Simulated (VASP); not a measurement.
# InGa2N3 in VASP: single point with PBEsol

Aim: the single point of InGa2N3 with PBEsol.

Everything below comes from runs of VASP 6.6.1. Logs are shortened: lines on timing, memory, paths and dates and some standing lists are left out, and cuts for length are marked.

## Step 1: The cell of the first run

The typed cell holds 12 atoms: a = 5.718 Å, b = 5.718 Å, c = 5.336 Å, α = 90.00°, β = 90.00°, γ = 59.95°.

## Step 2: Single point, PBEsol

Input file INCAR:

```
SYSTEM = InGa2N3
  PREC = Accurate
  ENCUT = 520
  EDIFF = 1E-6
  ISMEAR = 0
  SIGMA = 0.05
  LREAL = .False.
  LASPH = .True.
  NELM = 80
  ALGO = Normal
  ISIF = 2
  LWAVE = .False.
  LCHARG = .True.
  GGA = PS
  LVHAR = .True.
  NBANDS = 66
  KPAR = 4
```

Input file KPOINTS:

```
Automatic mesh
0
Gamma
  6 6 6
  0 0 0
```

Input file POSCAR:

```
InGa2N3
1.0
    4.9530562023     -2.8564172067     -0.0000609875
    4.9534963668      2.8571949417     -0.0001425482
   -0.0001079483     -0.0000763283      5.3355328276
In Ga N
2 4 6
Direct
    0.3252272064      0.6747823340      0.9897592692
    0.6747709828      0.3252260282      0.4897565361
    0.0069894939      0.3338818060      0.9926369423
    0.6661244200      0.9930098540      0.9926301545
    0.9930073241      0.6661241475      0.4926345330
    0.3338786704      0.0069963358      0.4926346343
    0.0264987717      0.3336665576      0.3589503281
    0.6663613904      0.9735231248      0.3589493308
    0.9735043067      0.6663231943      0.8589514065
    0.3336417602      0.0264709633      0.8589474167
    0.3078501888      0.6921722368      0.3950752418
    0.6921454848      0.3078234175      0.8950762064
```

Potentials or basis: VASP PAW PBE potentials, release 64 (In_d, Ga_d, N).

The run is started by

```bash
> cat potpaw_PBE.64/In_d/POTCAR potpaw_PBE.64/Ga_d/POTCAR potpaw_PBE.64/N/POTCAR > POTCAR
> mpirun -np 4 vasp_std > vasp.out
```

OUTCAR:

```text
SYSTEM = InGa2N3
   PREC = Accurate
   ENCUT = 520
   EDIFF = 1E-6
   ISMEAR = 0
   LREAL = .False.
   LASPH = .True.
   NELM = 80
   ISIF = 2
   GGA = PS

 ion  position               nearest neighbor table
   1  0.325  0.675  0.990-  10 2.15   9 2.15  12 2.16  11 2.16   4 3.26   3 3.26   4 3.27   3 3.27
                             5 3.28   6 3.28   5 3.30   6 3.30   2 3.33   2 3.33   3 3.37   4 3.37
   2  0.675  0.325  0.490-   8 2.15   7 2.15  11 2.16  12 2.16   6 3.26   5 3.26   6 3.27   5 3.27
                             3 3.28   4 3.28   3 3.30   4 3.30   1 3.33   1 3.33   5 3.37   6 3.37
   3  0.007  0.334  0.993-   9 1.95  10 1.95  12 1.95   7 1.96   1 3.26   1 3.27   2 3.28   2 3.30
                             1 3.37
   4  0.666  0.993  0.993-  10 1.95   9 1.95  12 1.95   8 1.96   1 3.26   1 3.27   2 3.28   2 3.30
                             1 3.37
   5  0.993  0.666  0.493-   7 1.95   8 1.95  11 1.95   9 1.96   2 3.26   2 3.27   1 3.28   1 3.30
                             2 3.37
   6  0.334  0.007  0.493-   8 1.95   7 1.95  11 1.95  10 1.96   2 3.26   2 3.27   1 3.28   1 3.30
                             2 3.37
   7  0.026  0.334  0.359-   5 1.95   6 1.95   3 1.96   2 2.15
   8  0.666  0.974  0.359-   6 1.95   5 1.95   4 1.96   2 2.15
   9  0.974  0.666  0.859-   3 1.95   4 1.95   5 1.96   1 2.15
  10  0.334  0.026  0.859-   4 1.95   3 1.95   6 1.96   1 2.15
  11  0.308  0.692  0.395-   5 1.95   6 1.95   2 2.16   1 2.16
  12  0.692  0.308  0.895-   4 1.95   3 1.95   1 2.16   2 2.16

  LATTYP: Found a simple monoclinic cell.
 ALAT       =     9.8981719911
 B/A-ratio  =     0.5390422428
 C/A-ratio  =     1.5277940545
 COS(beta)  =    -0.9819631194

  Lattice vectors:

 A1 = (   4.9526160378,  -8.5700293551,   0.0000205732)
 A2 = (  -0.0001079483,  -0.0000763283,   5.3355328276)
 A3 = (  -9.9056722401,  11.4264465618,   0.0000404143)

Analysis of symmetry for initial positions (statically):
=====================================================================
 Subroutine PRICEL returns:
 Original cell was already a primitive cell.

 Routine SETGRP: Setting up the symmetry group for a
 simple monoclinic supercell.

 Subroutine GETGRP returns: Found  1 space group operations
 (whereof  1 operations were pure point group operations)
 out of a pool of  4 trial point group operations.

The static configuration has the point symmetry C_1 .

Analysis of symmetry for dynamics (positions and initial velocities):
=====================================================================
 Subroutine PRICEL returns:
 Original cell was already a primitive cell.

 Routine SETGRP: Setting up the symmetry group for a
 simple monoclinic supercell.

 Subroutine GETGRP returns: Found  1 space group operations
 (whereof  1 operations were pure point group operations)
 out of a pool of  4 trial point group operations.

The dynamic configuration has the point symmetry C_1 .

 Subroutine INISYM returns: Found  1 space group operations
 (whereof  1 operations are pure point group operations),
 and found     1 'primitive' translations

----------------------------------------------------------------------------------------

                                     Primitive cell

  volume of cell :     151.0014

  direct lattice vectors                    reciprocal lattice vectors
     4.953056202 -2.856417207 -0.000060987     0.100957030 -0.175028408 -0.000000461
     4.953496367  2.857194942 -0.000142548     0.100929549  0.175012855  0.000004546
    -0.000107948 -0.000076328  5.335532828     0.000003850  0.000002675  0.187422706

  length of vectors
     5.717681786  5.718451645  5.335532829     0.202057580  0.202030377  0.187422706

  position of ions in fractional coordinates (direct lattice)
     0.325227206  0.674782334  0.989759269
     0.674770983  0.325226028  0.489756536
     0.006989494  0.333881806  0.992636942
     0.666124420  0.993009854  0.992630154
     0.993007324  0.666124147  0.492634533
     0.333878670  0.006996336  0.492634634
     0.026498772  0.333666558  0.358950328
     0.666361390  0.973523125  0.358949331
     0.973504307  0.666323194  0.858951406
     0.333641760  0.026470963  0.858947417
     0.307850189  0.692172237  0.395075242
     0.692145485  0.307823418  0.895076206

  ion indices of the primitive-cell ions
   primitive index   ion index
                 1           1
                 2           2
                 3           3
                 4           4
                 5           5
                 6           6
                 7           7
                 8           8
                 9           9
                10          10
                11          11
                12          12

----------------------------------------------------------------------------------------

 KPOINTS: Automatic mesh

Automatic generation of k-mesh.
 Grid dimensions read from file:
 generate k-points for:    6    6    6

 Generating k-lattice:

  Cartesian coordinates                     Fractional coordinates (reciprocal lattice)
     0.016826172 -0.029171401 -0.000000077     0.166666667 -0.000000000  0.000000000
     0.016821592  0.029168809  0.000000758     0.000000000  0.166666667  0.000000000
     0.000000642  0.000000446  0.031237118    -0.000000000 -0.000000000  0.166666667

  Length of vectors
     0.033676263  0.033671730  0.031237118

  Shift w.r.t. Gamma in fractional coordinates (k-lattice)
     0.000000000  0.000000000  0.000000000

 Subroutine IBZKPT returns following result:
 ===========================================

 Found    112 irreducible k-points:

 Following reciprocal coordinates:
            Coordinates               Weight
  0.000000  0.000000  0.000000      1.000000
  0.166667  0.000000 -0.000000      2.000000
  0.333333  0.000000  0.000000      2.000000
  0.500000  0.000000  0.000000      1.000000
 -0.000000  0.166667  0.000000      2.000000
  0.166667  0.166667 -0.000000      2.000000
[... 16 lines left out ...]
  0.333333  0.000000  0.166667      2.000000
  0.500000  0.000000  0.166667      2.000000
 [... further k-points ...]
   k-points           NKPTS =    112   k-points in BZ     NKDIM =    112   number of bands    NBANDS=     66
   number of dos      NEDOS =    301   number of ions     NIONS =     12
   total plane-waves  NPLWV =  92160
   dimension x,y,z NGX =    48 NGY =   48 NGZ =   40
   dimension x,y,z NGXF=    96 NGYF=   96 NGZF=   80
   ions per type =               2   4   6
   NGX,Y,Z   is equivalent  to a cutoff of  13.96, 13.95, 12.46 a.u.
   NGXF,Y,Z  is equivalent  to a cutoff of  27.91, 27.91, 24.93 a.u.
 SYSTEM =  InGa2N3
   PREC   = accura    normal or accurate (medium, high low for compatibility)
   ISTART =      0    job   : 0-new  1-cont  2-samecut
   ICHARG =      2    charge: 1-file 2-atom 10-const
   ISPIN  =      1    spin polarized calculation?
   LNONCOLLINEAR =      F non collinear calculations
   LSORBIT =      F    spin-orbit coupling
   LASPH  =      T    aspherical Exc in radial PAW
   ENCUT  =  520.0 eV  38.22 Ry    6.18 a.u.  10.63 10.63  9.92*2*pi/ulx,y,z
   NELM   =     80;   NELMIN=  2; NELMDL= -5     # of ELM steps
   EDIFF  = 0.1E-05   stopping-criterion for ELM
   LREAL  =      F    real-space projection
   EDIFFG = 0.1E-04   stopping-criterion for IOM
   NSW    =      0    number of steps for IOM
   IBRION =     -1    ionic relax: 0-MD 1-quasi-New 2-CG
   NFREE  =      0    steps in history (QN), initial steepest desc. (CG)
   ISIF   =      2    stress and relaxation
   ISYM   =      2    0-nonsym 1-usesym 2-fastsym
   POTIM  = 0.5000    time-step for ionic-motion
   TEBEG  =    0.0;   TEEND  =   0.0 temperature during run
   PSTRESS=    0.0 pullay stress
   NELECT =     108.0000    total number of electrons
   NUPDOWN=      -1.0000    fix difference up-down
   EMIN   =  10.00;   EMAX   =-10.00  energy-range for DOS
   EFERMI =   0.00;   METHOD = LEGACY
   ISMEAR =     0;   SIGMA  =   0.05  broadening in eV -4-tet -1-fermi 0-gaus
   EFERMI_NEDOS =   21; number of points for ismear=-14 and -15
   IALGO  =     38    algorithm
   IMIX   =      4    mixing-type and parameters
     AMIX     =   0.40;   BMIX     =  1.00
     AMIX_MAG =   1.60;   BMIX_MAG =  1.00
  volume/ion in A,a.u.               =      12.58        84.92
  Fermi-wavevector in a.u.,A,eV,Ry     =   1.464049  2.766652 29.163278  2.143440
  Thomas-Fermi vector in A             =   2.580072
   LORBIT       =      0    0 simple, 1 ext, 2 COOP (PROOUT), +10 PAW based schemes
   GGA     = PS    functional components
   LHFCALC =     F    Hartree Fock is set to
   AEXX    =    0.0000 exact exchange contribution
   IVDW    =     0    specifies the selected vdW correction
   LEPSILON=     F    determine dielectric tensor
   LRPA    =     F    only Hartree local field effects (RPA)
 non-spin polarized calculation
 Gauss-broadening in eV      SIGMA  =   0.05
  energy-cutoff  :      520.00
  volume of cell :      151.00
 maximum number of plane-waves:      4100
 NGX is ok and might be reduce to    48
   NGX = 21   NGY = 21   NGZ = 19

 number of electron     108.0000002 magnetization

 Free energy of the ion-electron system (eV)
  ---------------------------------------------------
  ext. energy  EPLUGINS =         0.00000000
  ---------------------------------------------------
  free energy    TOTEN  =       -75.56357066 eV

  energy without entropy =      -75.56357066  energy(sigma->0) =      -75.56357066

 E-fermi :   6.0764     XC(G=0): -11.6179

 val. band max:        5.8040274088   @ k =   0.0000   0.0000   0.0000
 cond. band min:       6.8080187397   @ k =   0.0000   0.0000   0.0000
 fundamental gap:      1.0039913310
 Fermi energy:         6.0764052094

 k-point     1 :       0.0000    0.0000    0.0000
  band No.  band energies     occupation
      1      -9.7391      2.00000
      2      -9.1874      2.00000
      3      -9.0464      2.00000
      4      -9.0398      2.00000
      5      -9.0121      2.00000
      6      -8.9911      2.00000
[... 1645 lines left out ...]
     65      13.5499      0.00000
     66      13.6668      0.00000

 [... further k-points ...]

------------------------ aborting loop because EDIFF is reached ----------------------------------------

  FORCE on cell =-STRESS in cart. coord.  units (eV):
  Direction    XX          YY          ZZ          XY          YZ          ZX
  --------------------------------------------------------------------------------------
  -------------------------------------------------------------------------------------
  Total       -0.1235371     -0.1080289     -0.0846565     -0.0109596      0.0017741      0.0025227
  in kB       -1.3107707     -1.1462241     -0.8982347     -0.1162847      0.0188240      0.0267667
  external PRESSURE =      -1.1184098 kB  Pullay stress =       0.0000000 kB

 VOLUME and BASIS-vectors are now :
 -----------------------------------------------------------------------------
  energy-cutoff  :      520.00
  volume of cell :      151.00
      direct lattice vectors                 reciprocal lattice vectors
     4.953056202 -2.856417207 -0.000060987     0.100957030 -0.175028408 -0.000000461
     4.953496367  2.857194942 -0.000142548     0.100929549  0.175012855  0.000004546
    -0.000107948 -0.000076328  5.335532828     0.000003850  0.000002675  0.187422706

 POSITION                                       TOTAL-FORCE (eV/Angst)
 -----------------------------------------------------------------------------------
      4.95329      0.99892      5.28078        -0.000167     -0.001307     -0.004249
      4.95313     -0.99823      2.61302         0.000135      0.001277     -0.004067
      1.68839      0.93392      5.29620        -0.001066      0.000620     -0.001140
      8.21812      0.93442      5.29603         0.000251      0.000757     -0.000721
      8.21801     -0.93323      2.62831         0.000853     -0.000983     -0.000856
      1.68832     -0.93374      2.62845        -0.000855     -0.000954     -0.001137
      1.78403      0.87763      1.91514         0.020116     -0.010603     -0.006945
      8.12283      0.87811      1.91501        -0.020633     -0.010759     -0.007080
      8.12236     -0.87698      4.58281        -0.019884      0.011075     -0.007076
      1.78358     -0.87745      4.58292         0.020801      0.010900     -0.006379
      4.95343      1.09829      2.10782        -0.000205      0.024901      0.019884
      4.95294     -1.09761      4.77562         0.000654     -0.024925      0.019765
 -----------------------------------------------------------------------------------
    total drift:                                0.000004      0.000017     -0.003451

  FREE ENERGIE OF THE ION-ELECTRON SYSTEM (eV)
  ---------------------------------------------------
  free  energy   TOTEN  =       -75.5635706638 eV

  energy  without entropy=      -75.5635706638  energy(sigma->0) =      -75.56357066
```

Wall time 16 min (4 MPI ranks of Oxide Virtual Turin-like, shared host); peak memory 0.88 GiB.

What came out:

```
Free energy            : -75.5636 eV
Pressure               : -0.1 GPa
Largest force          : 0.032 eV/Å
Band gap on the k mesh : 1.00 eV
```

Forces on the atoms (eV/Å):
```
In   0.000 -0.001 -0.004
In   0.000  0.001 -0.004
Ga  -0.001  0.001 -0.001
Ga   0.000  0.001 -0.001
Ga   0.001 -0.001 -0.001
Ga  -0.001 -0.001 -0.001
N    0.020 -0.011 -0.007
N   -0.021 -0.011 -0.007
N   -0.020  0.011 -0.007
N    0.021  0.011 -0.006
N    0.000  0.025  0.020
N    0.001 -0.025  0.020
```

Caveat: the PAW data sets were made with another functional, which shifts forces and pressure a little; spin-orbit coupling is left out, which moves the levels of the heavy elements.
